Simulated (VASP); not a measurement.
# AlCo in VASP: single point with PBE

Aim: the single point of AlCo with PBE.

Everything below comes from runs of VASP 6.6.1. Logs are shortened: lines on timing, memory, paths and dates and some standing lists are left out, and cuts for length are marked.

## 1. The cell of the first run

The typed cell holds 4 atoms: a = 2.852 Å, b = 2.852 Å, c = 5.704 Å, α = 90.00°, β = 90.00°, γ = 90.00°.

## 2. Single point, PBE

POSCAR

```
AlCo
1.0
    2.8520662309      0.0000000000      0.0000000000
    0.0000000000      2.8520662309      0.0000000000
    0.0000000000      0.0000000000      5.7035013965
Al Co
2 2
Direct
    0.0000000000      0.0000000000      0.7499989142
    0.0000000000      0.0000000000      0.2500010858
    0.5000000000      0.5000000000      0.0000000000
    0.5000000000      0.5000000000      0.5000000000
```

INCAR.step1

```
SYSTEM = AlCo
  PREC = Accurate
  ENCUT = 520
  EDIFF = 1E-6
  ISMEAR = 0
  SIGMA = 0.1
  LREAL = .False.
  LASPH = .True.
  NELM = 100
  ALGO = Fast
  ISIF = 2
  LWAVE = .False.
  LCHARG = .True.
  LMAXMIX = 4
  GGA = PE
  NBANDS = 20
```

KPOINTS.step1

```
regular mesh
0
Gamma
  16 16 8
  0 0 0
```

INCAR.step2

```
SYSTEM = AlCo
  PREC = Accurate
  ENCUT = 520
  EDIFF = 1E-6
  ISMEAR = -5
  SIGMA = 0.1
  LREAL = .False.
  LASPH = .True.
  NELM = 100
  ALGO = Fast
  ISIF = 2
  LWAVE = .False.
  LCHARG = .False.
  LMAXMIX = 4
  GGA = PE
  LORBIT = 11
  NBANDS = 20
  NEDOS = 1001
  ICHARG = 11
```

KPOINTS.step2

```
regular mesh
0
Gamma
  24 24 12
  0 0 0
```

Potentials or basis: VASP PAW PBE potentials, release 64 (Al, Co).

Launch:

```sh
$ cat potpaw_PBE.64/Al/POTCAR potpaw_PBE.64/Co/POTCAR > POTCAR
$ cp INCAR.step1 INCAR
$ cp KPOINTS.step1 KPOINTS
$ mpirun -np 1 vasp_std > vasp.out
$ cp INCAR.step2 INCAR
$ cp KPOINTS.step2 KPOINTS
$ mpirun -np 1 vasp_std > vasp.out
```

OUTCAR:

```text
SYSTEM = AlCo
   PREC = Accurate
   ENCUT = 520
   EDIFF = 1E-6
   ISMEAR = -5
   LREAL = .False.
   LASPH = .True.
   NELM = 100
   ISIF = 2
   GGA = PE
   LORBIT = 11
   ICHARG = 11

 ion  position               nearest neighbor table
   1  0.000  0.000  0.750-   4 2.47   4 2.47   4 2.47   4 2.47   3 2.47   3 2.47   3 2.47   3 2.47
                             2 2.85   2 2.85
   2  0.000  0.000  0.250-   4 2.47   4 2.47   4 2.47   4 2.47   3 2.47   3 2.47   3 2.47   3 2.47
                             1 2.85   1 2.85
   3  0.500  0.500  0.000-   1 2.47   2 2.47   1 2.47   2 2.47   1 2.47   2 2.47   1 2.47   2 2.47
                             4 2.85   4 2.85
   4  0.500  0.500  0.500-   1 2.47   2 2.47   1 2.47   2 2.47   1 2.47   2 2.47   1 2.47   2 2.47
                             3 2.85   3 2.85

  LATTYP: Found a simple tetragonal cell.
 ALAT       =     2.8520662309
 C/A-ratio  =     1.9997787340

  Lattice vectors:

 A1 = (   2.8520662309,   0.0000000000,   0.0000000000)
 A2 = (   0.0000000000,   2.8520662309,   0.0000000000)
 A3 = (   0.0000000000,   0.0000000000,   5.7035013965)

Analysis of symmetry for initial positions (statically):
=====================================================================
 Subroutine PRICEL returns following result:

  LATTYP: Found a simple tetragonal cell.
 ALAT       =     2.8520662309
 C/A-ratio  =     0.9998850243

  Lattice vectors:

 A1 = (   2.8520662309,   0.0000000000,   0.0000000000)
 A2 = (   0.0000000000,   2.8520662309,   0.0000000000)
 A3 = (   0.0000000000,   0.0000000000,   2.8517383125)

   2 primitive cells build up your supercell.

 Routine SETGRP: Setting up the symmetry group for a
 simple tetragonal supercell.

 Subroutine GETGRP returns: Found 16 space group operations
 (whereof 16 operations were pure point group operations)
 out of a pool of 16 trial point group operations.

The static configuration has the point symmetry D_4h.

Analysis of symmetry for dynamics (positions and initial velocities):
=====================================================================
 Subroutine PRICEL returns following result:

  LATTYP: Found a simple tetragonal cell.
 ALAT       =     2.8520662309
 C/A-ratio  =     0.9998850243

  Lattice vectors:

 A1 = (   2.8520662309,   0.0000000000,   0.0000000000)
 A2 = (   0.0000000000,   2.8520662309,   0.0000000000)
 A3 = (   0.0000000000,   0.0000000000,   2.8517383125)

   2 primitive cells build up your supercell.

 Routine SETGRP: Setting up the symmetry group for a
 simple tetragonal supercell.

 Subroutine GETGRP returns: Found 16 space group operations
 (whereof 16 operations were pure point group operations)
 out of a pool of 16 trial point group operations.

The dynamic configuration has the point symmetry D_4h.

 Subroutine INISYM returns: Found 16 space group operations
 (whereof 16 operations are pure point group operations),
 and found     2 'primitive' translations

----------------------------------------------------------------------------------------

                                     Primitive cell

  volume of cell :      23.1968

  direct lattice vectors                    reciprocal lattice vectors
     2.852066231  0.000000000  0.000000000     0.350622994  0.000000000  0.000000000
     0.000000000  2.852066231  0.000000000     0.000000000  0.350622994  0.000000000
     0.000000000  0.000000000  2.851738313     0.000000000  0.000000000  0.350663311

  length of vectors
     2.852066231  2.852066231  2.851738313     0.350622994  0.350622994  0.350663311

  position of ions in fractional coordinates (direct lattice)
     0.000000000  0.000000000  0.500004343
     0.500000000  0.500000000  0.000004343

  ion indices of the primitive-cell ions
   primitive index   ion index
                 1           1
                 2           4

----------------------------------------------------------------------------------------

 KPOINTS: regular mesh

Automatic generation of k-mesh.
 Grid dimensions read from file:
 generate k-points for:   24   24   12

 Generating k-lattice:

  Cartesian coordinates                     Fractional coordinates (reciprocal lattice)
     0.014609291  0.000000000  0.000000000     0.041666667  0.000000000  0.000000000
     0.000000000  0.014609291  0.000000000     0.000000000  0.041666667  0.000000000
     0.000000000  0.000000000  0.014610908     0.000000000  0.000000000  0.083333333

  Length of vectors
     0.014609291  0.014609291  0.014610908

  Shift w.r.t. Gamma in fractional coordinates (k-lattice)
     0.000000000  0.000000000  0.000000000

 TETIRR: Found  10368 inequivalent tetrahedra from    41472

 Subroutine IBZKPT returns following result:
 ===========================================

 Found    637 irreducible k-points:

 Following reciprocal coordinates:
            Coordinates               Weight
  0.000000  0.000000  0.000000      1.000000
  0.041667  0.000000  0.000000      4.000000
  0.083333  0.000000  0.000000      4.000000
  0.125000  0.000000  0.000000      4.000000
  0.166667  0.000000  0.000000      4.000000
  0.208333  0.000000  0.000000      4.000000
[... 16 lines left out ...]
  0.416667  0.041667  0.000000      8.000000
  0.458333  0.041667  0.000000      8.000000
 [... further k-points ...]
   k-points           NKPTS =    637   k-points in BZ     NKDIM =    637   number of bands    NBANDS=     20
   number of dos      NEDOS =   1001   number of ions     NIONS =      4
   total plane-waves  NPLWV =  24192
   dimension x,y,z NGX =    24 NGY =   24 NGZ =   42
   dimension x,y,z NGXF=    48 NGYF=   48 NGZF=   84
   ions per type =               2   2
   NGX,Y,Z   is equivalent  to a cutoff of  13.99, 13.99, 12.24 a.u.
   NGXF,Y,Z  is equivalent  to a cutoff of  27.98, 27.98, 24.48 a.u.
 SYSTEM =  AlCo
   PREC   = accura    normal or accurate (medium, high low for compatibility)
   ISTART =      0    job   : 0-new  1-cont  2-samecut
   ICHARG =     11    charge: 1-file 2-atom 10-const
   ISPIN  =      1    spin polarized calculation?
   LNONCOLLINEAR =      F non collinear calculations
   LSORBIT =      F    spin-orbit coupling
   LASPH  =      T    aspherical Exc in radial PAW
   ENCUT  =  520.0 eV  38.22 Ry    6.18 a.u.   5.30  5.30 10.60*2*pi/ulx,y,z
   NELM   =    100;   NELMIN=  2; NELMDL=  0     # of ELM steps
   EDIFF  = 0.1E-05   stopping-criterion for ELM
   LREAL  =      F    real-space projection
   EDIFFG = 0.1E-04   stopping-criterion for IOM
   NSW    =      0    number of steps for IOM
   IBRION =     -1    ionic relax: 0-MD 1-quasi-New 2-CG
   NFREE  =      0    steps in history (QN), initial steepest desc. (CG)
   ISIF   =      2    stress and relaxation
   ISYM   =      2    0-nonsym 1-usesym 2-fastsym
   POTIM  = 0.5000    time-step for ionic-motion
   TEBEG  =    0.0;   TEEND  =   0.0 temperature during run
   PSTRESS=    0.0 pullay stress
   NELECT =      24.0000    total number of electrons
   NUPDOWN=      -1.0000    fix difference up-down
   EMIN   =  10.00;   EMAX   =-10.00  energy-range for DOS
   EFERMI =   0.00;   METHOD = LEGACY
   ISMEAR =    -5;   SIGMA  =   0.10  broadening in eV -4-tet -1-fermi 0-gaus
   EFERMI_NEDOS =   21; number of points for ismear=-14 and -15
   IALGO  =     68    algorithm
   IMIX   =      4    mixing-type and parameters
     AMIX     =   0.40;   BMIX     =  1.00
     AMIX_MAG =   1.60;   BMIX_MAG =  1.00
  volume/ion in A,a.u.               =      11.60        78.27
  Fermi-wavevector in a.u.,A,eV,Ry     =   1.314190  2.483460 23.498577  1.727097
  Thomas-Fermi vector in A             =   2.444461
   LORBIT       =     11    0 simple, 1 ext, 2 COOP (PROOUT), +10 PAW based schemes
   GGA     = PE    functional components
   LHFCALC =     F    Hartree Fock is set to
   AEXX    =    0.0000 exact exchange contribution
   IVDW    =     0    specifies the selected vdW correction
   LEPSILON=     F    determine dielectric tensor
   LRPA    =     F    only Hartree local field effects (RPA)
 non-spin polarized calculation
 RMM-DIIS sequential band-by-band and
 Fermi weights with tetrahedron method with Bloechl corrections
  energy-cutoff  :      520.00
  volume of cell :       46.39
 maximum number of plane-waves:      1294
 NGX is ok and might be reduce to    24

 number of electron      24.0000006 magnetization

 Free energy of the ion-electron system (eV)
  ---------------------------------------------------
  ext. energy  EPLUGINS =         0.00000000
  ---------------------------------------------------
  free energy    TOTEN  =       -23.97781801 eV

  energy without entropy =      -23.97781801  energy(sigma->0) =      -23.97781801

 E-fermi :  10.5535     XC(G=0): -12.2552

 val. band max:       10.6861322726   @ k =   0.5000   0.4583   0.5000
 cond. band min:      10.5349059024   @ k =   0.5000   0.2083   0.0833
 fundamental gap:     -0.1512263702
 Fermi energy:        10.5535445002

 k-point     1 :       0.0000    0.0000    0.0000
  band No.  band energies     occupation
      1      -0.5135      2.00000
      2       3.7632      2.00000
      3       3.9341      2.00000
      4       7.5964      2.00000
      5       7.5966      2.00000
      6       8.1836      2.00000
[... 12 lines left out ...]
     19      19.2726      0.00000
     20      21.1442      0.00000

 k-point     2 :       0.0417    0.0000    0.0000
  band No.  band energies     occupation
      1      -0.4806      2.00000
      2       3.7825      2.00000
      3       3.9669      2.00000
      4       7.5937      2.00000
      5       7.6058      2.00000
      6       8.1916      2.00000
[... 12 lines left out ...]
     19      19.6208      0.00000
     20      20.8402      0.00000
[... 465 lines left out ...]
      3       5.1797      2.00000
      4       6.8156      2.00000
      5       7.9167      2.00000
      6       8.1467      2.00000
[... 12 lines left out ...]
     19      20.2318      0.00000
     20      22.7252      0.00000

 k-point    24 :       0.4583    0.0417    0.0000
  band No.  band energies     occupation
      1       3.2332      2.00000
      2       4.5323      2.00000
      3       5.2829      2.00000
      4       7.2491      2.00000
      5       7.8438      2.00000
      6       8.0238      2.00000
[... 12 lines left out ...]
     19      20.8317      0.00000
     20      22.5127      0.00000

 [... further k-points ...]

------------------------ aborting loop because EDIFF is reached ----------------------------------------

  FORCE on cell =-STRESS in cart. coord.  units (eV):
  Direction    XX          YY          ZZ          XY          YZ          ZX
  --------------------------------------------------------------------------------------
  -------------------------------------------------------------------------------------
  Total       -0.4190550     -0.4190550     -0.4277776      0.0000000     -0.0000000      0.0000000
  in kB      -14.4717427    -14.4717427    -14.7729701      0.0000000     -0.0000000      0.0000000
  external PRESSURE =     -14.5721518 kB  Pullay stress =       0.0000000 kB

 VOLUME and BASIS-vectors are now :
 -----------------------------------------------------------------------------
  energy-cutoff  :      520.00
  volume of cell :       46.39
      direct lattice vectors                 reciprocal lattice vectors
     2.852066231  0.000000000  0.000000000     0.350622994  0.000000000  0.000000000
     0.000000000  2.852066231  0.000000000     0.000000000  0.350622994  0.000000000
     0.000000000  0.000000000  5.703501397     0.000000000  0.000000000  0.175330894

 POSITION                                       TOTAL-FORCE (eV/Angst)
 -----------------------------------------------------------------------------------
      0.00000      0.00000      4.27762         0.000000      0.000000     -0.000000
      0.00000      0.00000      1.42588         0.000000      0.000000     -0.000000
      1.42603      1.42603      0.00000         0.000000     -0.000000      0.000000
      1.42603      1.42603      2.85175         0.000000     -0.000000     -0.000000
 -----------------------------------------------------------------------------------
    total drift:                                0.000000     -0.000000     -0.000000

  FREE ENERGIE OF THE ION-ELECTRON SYSTEM (eV)
  ---------------------------------------------------
  free  energy   TOTEN  =       -23.9778180146 eV

  energy  without entropy=      -23.9778180146  energy(sigma->0) =      -23.97781801

 total charge

# of ion       s       p       d       tot
------------------------------------------
    1        0.394   0.427   0.000   0.821
    2        0.394   0.427   0.000   0.821
    3        0.433   0.507   7.504   8.443
    4        0.433   0.507   7.504   8.443
--------------------------------------------------
tot          1.654   1.868  15.007  18.530
```

It took 8.9 min on 1 thread of Intel Xeon Platinum 8259CL at 2.50GHz (Skylake/Cascade Lake), shared host; peak memory 0.61 GiB.

Results:

* Valence electrons inside the program's atomic spheres: Al 0.82; Co 8.44

Caveat: the run has no spin polarisation, though such a crystal can be magnetic; tetrahedron occupations give inexact forces and stress in metals.
